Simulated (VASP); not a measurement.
Input of a VASP 6.6.1 run:

File INCAR:

```
SYSTEM = Cd3AgF
  PREC = Accurate
  ENCUT = 520
  EDIFF = 1E-6
  ISMEAR = 0
  SIGMA = 0.1
  LREAL = .False.
  LASPH = .True.
  NELM = 100
  ALGO = Normal
  ISIF = 2
  LWAVE = .False.
  LCHARG = .False.
  GGA = PE
  NBANDS = 35
```

The input KPOINTS:

```
regular mesh
0
Gamma
  8 8 8
  0 0 0
```

POSCAR

```
Cd3AgF
1.0
    2.9031752381     -3.8542386937      0.0000000000
    2.9031752381      3.8542386937      0.0000000000
    0.0000000000      0.0000000000      5.0258084568
Cd Ag F
3 1 1
Direct
    0.6885649603      0.3114350397      0.5000000000
    0.3114350397      0.6885649603      0.5000000000
    0.0000000000      0.0000000000      0.0000000000
    0.5000000000      0.5000000000      0.0000000000
    0.0000000000      0.0000000000      0.5000000000
```

Potentials or basis: VASP PAW PBE potentials, release 64 (Cd, Ag, F).

Launch:

```bash
$ cat potpaw_PBE.64/Cd/POTCAR potpaw_PBE.64/Ag/POTCAR potpaw_PBE.64/F/POTCAR > POTCAR
$ mpirun -np 1 vasp_std > vasp.out
```

(1) Predict the largest force.

(2) Estimate the band gap on the k mesh.

(3) Estimate the pressure.

## Answers

(1) 0.011 eV/Å.

(2) zero (band 27 reaches 4.13 eV, above the bottom of band 28 at 0.97 eV).

(3) 0.2 GPa.
